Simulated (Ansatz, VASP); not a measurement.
**Rh in VASP and in Ansatz**

INCAR

```
SYSTEM = Rh
PREC = Accurate
ENCUT = 520
EDIFF = 1E-6
ISMEAR = 0
SIGMA = 0.15
LREAL = .False.
LASPH = .True.
NELM = 100
ALGO = Fast
ISIF = 2
LWAVE = .False.
LCHARG = .False.
GGA = PE
NBANDS = 14
```

Contents of KPOINTS:

```
regular mesh
0
Gamma
  26 26 26
  0 0 0
```

The input POSCAR:

```
Rh
1.0
    0.0000000000      1.8670912762      1.9149654115
    1.9149654115      0.0000000000      1.9149654115
    1.9149654115      1.8670912762      0.0000000000
Rh
1
Direct
    0.0000000000      0.0000000000      0.0000000000
```

Input for Ansatz:

```yaml
crystal:
  lattice:
    - [0.0, 1.8670912762, 1.9149654115]
    - [1.9149654115, 0.0, 1.9149654115]
    - [1.9149654115, 1.8670912762, 0.0]
  atoms:
    - { symbol: Rh, position: [0.0, 0.0, 0.0] }
basis:
  ecutwfc: 420
kpoints:
  mp_grid: { grid: [26, 26, 26] }
hamiltonian:
  xc: pbe
scf:
  occupations: { method: gaussian, width: 0.15 }
output:
  forces: true
  stress: true
  eigenvalues: true
```

Change from the starting cell: strain -0.0250 x Voigt [0, 1, 0, 0, 0, 0], atoms carried along.

Alike in both runs: task single point; functional PBE; k mesh 26 × 26 × 26; occupations gaussian, width 0.15 eV; no spin polarisation.

|  | VASP | Ansatz |
| --- | --- | --- |
| version | VASP 6.6.1 | Ansatz 0.2.0 |
| potentials or method | VASP PAW PBE potentials, release 64 (Rh_pv), cutoff 520 eV | scalar-relativistic, plane waves, PAW |
| valence electrons in the cell | 15 | 17 |

VASP gave:

| Property | Result |
| --- | --- |
| gap on the k mesh at the Fermi level (eV) | none |
| pressure (GPa) | 7.2 |
| traceless stress, the component that is largest in VASP (GPa) | 4.07 |

Question: What did Ansatz give for the same quantities?

Answer: gap on the k mesh at the Fermi level (eV): none; pressure (GPa): 7.1; traceless stress, the component that is largest in VASP (GPa): 4.08.

A gap of «none» marks a metal or a gap that the smearing closes. VASP's potentials hold 15 valence electrons a cell and Ansatz's 17, so a difference there can come from the potentials and not from the codes.
